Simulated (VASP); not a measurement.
# Sn3PbS4 (P4/mmm) in VASP: single point with PBE

Aim: the single point of Sn3PbS4 with PBE.

All numbers are computed with VASP 6.6.1; they aren't measurements. Logs are shortened: lines on timing, memory, paths and dates and some standing lists are left out, and cuts for length are marked.

## (1) The cell of the first run

Symmetry: P4/mmm, No. 123, tetragonal system. Conventional cell: a = 4.125 Å, b = 4.125 Å, c = 11.665 Å, α = 90.00°, β = 90.00°, γ = 90.00°. Sn (site symmetry 4mm) has 6 S at 2.90 to 2.94 Å within 3.8 Å. Within 3.8 Å of Sn (site symmetry 4/mmm) lie 6 S at 2.86 to 2.92 Å. Within 3.8 Å of Pb (site symmetry 4/mmm) lie 6 S at 2.92 to 2.97 Å. Within 3.8 Å of S (site symmetry 4/mmm) lie 6 Sn at 2.90 to 2.92 Å. S (site symmetry 4mm) has 5 Sn at 2.86 to 2.92 Å and 1 Pb at 2.97 Å within 3.8 Å. S (site symmetry 4/mmm) has 4 Pb at 2.92 Å and 2 Sn at 2.94 Å within 3.8 Å.

## (2) Single point, PBE (24.81 Å³/atom)

Input file INCAR:

```
SYSTEM = Sn3PbS4
PREC = Accurate
ENCUT = 520
EDIFF = 1E-6
ISMEAR = 0
SIGMA = 0.01
LREAL = .FALSE.
LASPH = .TRUE.
NELM = 100
ALGO = Normal
ISIF = 2
LWAVE = .FALSE.
LCHARG = .FALSE.
GGA = PE
NBANDS = 50
```

Input file KPOINTS:

```
Automatic mesh
0
G
  8 8 4
  0 0 0
```

Input file POSCAR:

```
Sn3PbS4
1.0
    4.1248291462      0.0000000000      0.0000000000
    0.0000000000      4.1248291462      0.0000000000
    0.0000000000      0.0000000000     11.6654595862
Sn Pb S
3 1 4
Direct
    0.0000000000      0.0000000000      0.7518016856
    0.5000000000      0.5000000000      0.0000000000
    0.0000000000      0.0000000000      0.2481983144
    0.5000000000      0.5000000000      0.5000000000
    0.0000000000      0.0000000000      0.0000000000
    0.5000000000      0.5000000000      0.2455848210
    0.0000000000      0.0000000000      0.5000000000
    0.5000000000      0.5000000000      0.7544151790
```

Potentials or basis: VASP PAW PBE potentials, release 64 (Sn_d, Pb_d, S).

On the command line:

```sh
> cat potpaw_PBE.64/Sn_d/POTCAR potpaw_PBE.64/Pb_d/POTCAR potpaw_PBE.64/S/POTCAR > POTCAR
> mpirun -np 1 vasp_std > vasp.out
```

OUTCAR:

```text
SYSTEM = Sn3PbS4
   PREC = Accurate
   ENCUT = 520
   EDIFF = 1E-6
   ISMEAR = 0
   LREAL = .FALSE.
   LASPH = .TRUE.
   NELM = 100
   ISIF = 2
   GGA = PE

 ion  position               nearest neighbor table
   1  0.000  0.000  0.752-   5 2.90   8 2.92   8 2.92   8 2.92   8 2.92   7 2.94
   2  0.500  0.500  0.000-   6 2.86   8 2.86   5 2.92   5 2.92   5 2.92   5 2.92
   3  0.000  0.000  0.248-   5 2.90   6 2.92   6 2.92   6 2.92   6 2.92   7 2.94
   4  0.500  0.500  0.500-   7 2.92   7 2.92   7 2.92   7 2.92   8 2.97   6 2.97
   5  0.000  0.000  0.000-   1 2.90   3 2.90   2 2.92   2 2.92   2 2.92   2 2.92
   6  0.500  0.500  0.246-   2 2.86   3 2.92   3 2.92   3 2.92   3 2.92   4 2.97
   7  0.000  0.000  0.500-   4 2.92   4 2.92   4 2.92   4 2.92   1 2.94   3 2.94
   8  0.500  0.500  0.754-   2 2.86   1 2.92   1 2.92   1 2.92   1 2.92   4 2.97

  LATTYP: Found a simple tetragonal cell.
 ALAT       =     4.1248291462
 C/A-ratio  =     2.8281073404

  Lattice vectors:

 A1 = (   4.1248291462,   0.0000000000,   0.0000000000)
 A2 = (   0.0000000000,   4.1248291462,   0.0000000000)
 A3 = (   0.0000000000,   0.0000000000,  11.6654595862)

Analysis of symmetry for initial positions (statically):
=====================================================================
 Subroutine PRICEL returns:
 Original cell was already a primitive cell.

 Routine SETGRP: Setting up the symmetry group for a
 simple tetragonal supercell.

 Subroutine GETGRP returns: Found 16 space group operations
 (whereof 16 operations were pure point group operations)
 out of a pool of 16 trial point group operations.

The static configuration has the point symmetry D_4h.

Analysis of symmetry for dynamics (positions and initial velocities):
=====================================================================
 Subroutine PRICEL returns:
 Original cell was already a primitive cell.

 Routine SETGRP: Setting up the symmetry group for a
 simple tetragonal supercell.

 Subroutine GETGRP returns: Found 16 space group operations
 (whereof 16 operations were pure point group operations)
 out of a pool of 16 trial point group operations.

The dynamic configuration has the point symmetry D_4h.

 Subroutine INISYM returns: Found 16 space group operations
 (whereof 16 operations are pure point group operations),
 and found     1 'primitive' translations

----------------------------------------------------------------------------------------

                                     Primitive cell

  volume of cell :     198.4786

  direct lattice vectors                    reciprocal lattice vectors
     4.124829146  0.000000000  0.000000000     0.242434284  0.000000000  0.000000000
     0.000000000  4.124829146  0.000000000     0.000000000  0.242434284  0.000000000
     0.000000000  0.000000000 11.665459586     0.000000000  0.000000000  0.085723155

  length of vectors
     4.124829146  4.124829146 11.665459586     0.242434284  0.242434284  0.085723155

  position of ions in fractional coordinates (direct lattice)
     0.000000000  0.000000000  0.751801686
     0.500000000  0.500000000  0.000000000
     0.000000000  0.000000000  0.248198314
     0.500000000  0.500000000  0.500000000
     0.000000000  0.000000000  0.000000000
     0.500000000  0.500000000  0.245584821
     0.000000000  0.000000000  0.500000000
     0.500000000  0.500000000  0.754415179

  ion indices of the primitive-cell ions
   primitive index   ion index
                 1           1
                 2           2
                 3           3
                 4           4
                 5           5
                 6           6
                 7           7
                 8           8

----------------------------------------------------------------------------------------

 KPOINTS: Automatic mesh

Automatic generation of k-mesh.
 Grid dimensions read from file:
 generate k-points for:    8    8    4

 Generating k-lattice:

  Cartesian coordinates                     Fractional coordinates (reciprocal lattice)
     0.030304285  0.000000000  0.000000000     0.125000000  0.000000000  0.000000000
     0.000000000  0.030304285  0.000000000     0.000000000  0.125000000  0.000000000
     0.000000000  0.000000000  0.021430789     0.000000000  0.000000000  0.250000000

  Length of vectors
     0.030304285  0.030304285  0.021430789

  Shift w.r.t. Gamma in fractional coordinates (k-lattice)
     0.000000000  0.000000000  0.000000000

 Subroutine IBZKPT returns following result:
 ===========================================

 Found     45 irreducible k-points:

 Following reciprocal coordinates:
            Coordinates               Weight
  0.000000  0.000000  0.000000      1.000000
  0.125000  0.000000  0.000000      4.000000
  0.250000  0.000000  0.000000      4.000000
  0.375000  0.000000  0.000000      4.000000
  0.500000  0.000000  0.000000      2.000000
  0.125000  0.125000  0.000000      4.000000
[... 16 lines left out ...]
  0.375000  0.125000  0.250000     16.000000
  0.500000  0.125000  0.250000      8.000000
 [... further k-points ...]
   k-points           NKPTS =     45   k-points in BZ     NKDIM =     45   number of bands    NBANDS=     50
   number of dos      NEDOS =    301   number of ions     NIONS =      8
   total plane-waves  NPLWV =  92160
   dimension x,y,z NGX =    32 NGY =   32 NGZ =   90
   dimension x,y,z NGXF=    64 NGYF=   64 NGZF=  180
   ions per type =               3   1   4
   NGX,Y,Z   is equivalent  to a cutoff of  12.90, 12.90, 12.83 a.u.
   NGXF,Y,Z  is equivalent  to a cutoff of  25.79, 25.79, 25.65 a.u.
 SYSTEM =  Sn3PbS4
   PREC   = accura    normal or accurate (medium, high low for compatibility)
   ISTART =      0    job   : 0-new  1-cont  2-samecut
   ICHARG =      2    charge: 1-file 2-atom 10-const
   ISPIN  =      1    spin polarized calculation?
   LNONCOLLINEAR =      F non collinear calculations
   LSORBIT =      F    spin-orbit coupling
   LASPH  =      T    aspherical Exc in radial PAW
   ENCUT  =  520.0 eV  38.22 Ry    6.18 a.u.   7.67  7.67 21.69*2*pi/ulx,y,z
   NELM   =    100;   NELMIN=  2; NELMDL= -5     # of ELM steps
   EDIFF  = 0.1E-05   stopping-criterion for ELM
   LREAL  =      F    real-space projection
   EDIFFG = 0.1E-04   stopping-criterion for IOM
   NSW    =      0    number of steps for IOM
   IBRION =     -1    ionic relax: 0-MD 1-quasi-New 2-CG
   NFREE  =      0    steps in history (QN), initial steepest desc. (CG)
   ISIF   =      2    stress and relaxation
   ISYM   =      2    0-nonsym 1-usesym 2-fastsym
   POTIM  = 0.5000    time-step for ionic-motion
   TEBEG  =    0.0;   TEEND  =   0.0 temperature during run
   PSTRESS=    0.0 pullay stress
   NELECT =      80.0000    total number of electrons
   NUPDOWN=      -1.0000    fix difference up-down
   EMIN   =  10.00;   EMAX   =-10.00  energy-range for DOS
   EFERMI =   0.00;   METHOD = LEGACY
   ISMEAR =     0;   SIGMA  =   0.01  broadening in eV -4-tet -1-fermi 0-gaus
   EFERMI_NEDOS =   21; number of points for ismear=-14 and -15
   IALGO  =     38    algorithm
   IMIX   =      4    mixing-type and parameters
     AMIX     =   0.40;   BMIX     =  1.00
     AMIX_MAG =   1.60;   BMIX_MAG =  1.00
  volume/ion in A,a.u.               =      24.81       167.42
  Fermi-wavevector in a.u.,A,eV,Ry     =   1.209299  2.285243 19.897204  1.462403
  Thomas-Fermi vector in A             =   2.344880
   LORBIT       =      0    0 simple, 1 ext, 2 COOP (PROOUT), +10 PAW based schemes
   GGA     = PE    functional components
   LHFCALC =     F    Hartree Fock is set to
   AEXX    =    0.0000 exact exchange contribution
   IVDW    =     0    specifies the selected vdW correction
   LEPSILON=     F    determine dielectric tensor
   LRPA    =     F    only Hartree local field effects (RPA)
 non-spin polarized calculation
 Gauss-broadening in eV      SIGMA  =   0.01
  energy-cutoff  :      520.00
  volume of cell :      198.48
 maximum number of plane-waves:      5380
 NGX is ok and might be reduce to    32
   NGX = 15   NGY = 15   NGZ = 43

 number of electron      79.9999975 magnetization

 Free energy of the ion-electron system (eV)
  ---------------------------------------------------
  ext. energy  EPLUGINS =         0.00000000
  ---------------------------------------------------
  free energy    TOTEN  =       -35.04139611 eV

  energy without entropy =      -35.04139611  energy(sigma->0) =      -35.04139611

 E-fermi :   6.6292     XC(G=0):  -9.7852

 val. band max:        6.5412756099   @ k =   0.5000   0.0000   0.0000
 cond. band min:       6.7410763329   @ k =   0.5000   0.0000   0.2500
 fundamental gap:      0.1998007229
 Fermi energy:         6.6291621792

 k-point     1 :       0.0000    0.0000    0.0000
  band No.  band energies     occupation
      1     -15.2054      2.00000
      2     -15.1984      2.00000
      3     -15.1980      2.00000
      4     -15.1971      2.00000
      5     -15.1825      2.00000
      6     -15.1825      2.00000
[... 42 lines left out ...]
     49      11.0500      0.00000
     50      11.4193      0.00000

 k-point     2 :       0.1250    0.0000    0.0000
  band No.  band energies     occupation
      1     -15.2035      2.00000
      2     -15.1971      2.00000
      3     -15.1960      2.00000
      4     -15.1945      2.00000
      5     -15.1829      2.00000
      6     -15.1823      2.00000
[... 42 lines left out ...]
     49      10.7468      0.00000
     50      10.9949      0.00000

 k-point     3 :       0.2500    0.0000    0.0000
  band No.  band energies     occupation
      1     -15.2003      2.00000
      2     -15.1961      2.00000
      3     -15.1890      2.00000
      4     -15.1874      2.00000
      5     -15.1847      2.00000
      6     -15.1840      2.00000
[... 42 lines left out ...]
     49       9.5729      0.00000
     50      10.2736      0.00000

 k-point     4 :       0.3750    0.0000    0.0000
  band No.  band energies     occupation
      1     -15.1978      2.00000
      2     -15.1952      2.00000
      3     -15.1884      2.00000
      4     -15.1871      2.00000
      5     -15.1862      2.00000
      6     -15.1854      2.00000
[... 999 lines left out ...]
 k-point    23 :       0.3750    0.1250    0.2500
  band No.  band energies     occupation
      1     -15.1956      2.00000
      2     -15.1930      2.00000
      3     -15.1907      2.00000
      4     -15.1905      2.00000
      5     -15.1859      2.00000
      6     -15.1858      2.00000
[... 42 lines left out ...]
     49       9.9190      0.00000
     50      10.0266      0.00000

 k-point    24 :       0.5000    0.1250    0.2500
  band No.  band energies     occupation
      1     -15.1945      2.00000
      2     -15.1927      2.00000
      3     -15.1924      2.00000
      4     -15.1924      2.00000
      5     -15.1866      2.00000
      6     -15.1862      2.00000
[... 42 lines left out ...]
     49       9.3125      0.00000
     50       9.4831      0.00000

 [... further k-points ...]

------------------------ aborting loop because EDIFF is reached ----------------------------------------

  FORCE on cell =-STRESS in cart. coord.  units (eV):
  Direction    XX          YY          ZZ          XY          YZ          ZX
  --------------------------------------------------------------------------------------
  -------------------------------------------------------------------------------------
  Total        2.0211992      2.0211992      2.0239179      0.0000000      0.0000000     -0.0000000
  in kB       16.3157076     16.3157076     16.3376541      0.0000000      0.0000000     -0.0000000
  external PRESSURE =      16.3230231 kB  Pullay stress =       0.0000000 kB

 VOLUME and BASIS-vectors are now :
 -----------------------------------------------------------------------------
  energy-cutoff  :      520.00
  volume of cell :      198.48
      direct lattice vectors                 reciprocal lattice vectors
     4.124829146  0.000000000  0.000000000     0.242434284  0.000000000  0.000000000
     0.000000000  4.124829146  0.000000000     0.000000000  0.242434284  0.000000000
     0.000000000  0.000000000 11.665459586     0.000000000  0.000000000  0.085723155

 POSITION                                       TOTAL-FORCE (eV/Angst)
 -----------------------------------------------------------------------------------
      0.00000      0.00000      8.77011        -0.000000     -0.000000     -0.000379
      2.06241      2.06241      0.00000        -0.000000     -0.000000      0.000000
      0.00000      0.00000      2.89535        -0.000000     -0.000000      0.000379
      2.06241      2.06241      5.83273        -0.000000     -0.000000      0.000000
      0.00000      0.00000      0.00000        -0.000000     -0.000000      0.000000
      2.06241      2.06241      2.86486        -0.000000      0.000000      0.001462
      0.00000      0.00000      5.83273        -0.000000     -0.000000      0.000000
      2.06241      2.06241      8.80060         0.000000      0.000000     -0.001462
 -----------------------------------------------------------------------------------
    total drift:                                0.000000     -0.000000     -0.000000

  FREE ENERGIE OF THE ION-ELECTRON SYSTEM (eV)
  ---------------------------------------------------
  free  energy   TOTEN  =       -35.0413961114 eV

  energy  without entropy=      -35.0413961114  energy(sigma->0) =      -35.04139611
```

Wall time 7.3 min (1 thread of Intel Xeon Platinum 8259CL at 2.50GHz (Skylake/Cascade Lake), shared host); peak memory 0.54 GiB.

What came out:

```yaml
Free_energy: -35.0414 eV
Pressure: 1.6 GPa
Band_gap_on_the_k_mesh: 0.20 eV
```

Levels at points of the mesh, in eV from the valence-band top:
```
           k point  band 38  band 39  band 40  band 41  band 42  band 43
(0.00, 0.00, 0.00)    -2.62    -1.95    -1.82     2.00     2.14     3.08
(0.50, 0.00, 0.00)    -0.71    -0.05     0.00     0.24     0.50     1.07
(0.50, 0.50, 0.00)    -3.97    -1.22    -1.15     1.65     1.83     3.11
(0.00, 0.00, 0.50)    -2.82    -1.67    -1.54     2.56     2.67     3.21
(0.50, 0.00, 0.50)    -0.38    -0.38    -0.36     0.55     0.57     0.62
(0.50, 0.50, 0.50)    -2.71    -2.67    -2.52     3.50     3.53     3.53
```

Caveat: spin-orbit coupling is left out, which moves the levels of the heavy elements. A k mesh can miss the band edges.
